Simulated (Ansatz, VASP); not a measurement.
## HgS2: VASP beside Ansatz

```
CELL_PARAMETERS angstrom
-1.92586 1.92586 4.78541
1.92586 -1.92586 4.78541
1.92586 1.92586 -4.78541
ATOMIC_POSITIONS crystal
Hg 0.00000 0.00000 0.00000
S 0.61156 0.61156 0.00000
S 0.38844 0.38844 0.00000
```

Alike in both runs: functional PBE; k mesh 6 × 6 × 6; occupations gaussian, width 0.1 eV; no spin polarisation.

Ansatz relaxed the structure, and its values are those at the end. VASP's run is a single point on that final structure, the one shown.

|  | VASP | Ansatz |
| --- | --- | --- |
| version | VASP 6.6.1 | Ansatz 0.2.0 |
| potentials or method | VASP PAW PBE potentials, release 64 (Hg_sv_GW, S), cutoff 550 eV | scalar-relativistic, plane waves, PAW |
| valence electrons in the cell | 32 | 32 |

VASP gave:

```
gap on the k mesh at the Fermi level (eV) : none
pressure (GPa)                            : -0.4
rms of the force components (eV/Å)        : 0.054
```

What did Ansatz give for the same quantities?

gap on the k mesh at the Fermi level (eV): none; pressure (GPa): -0.1; rms of the force components (eV/Å): 0.007.

A gap of «none» marks a metal or a gap that the smearing closes.

The k mesh is coarse, so the values compare programs but aren't converged. Neither program's run includes spin-orbit coupling.
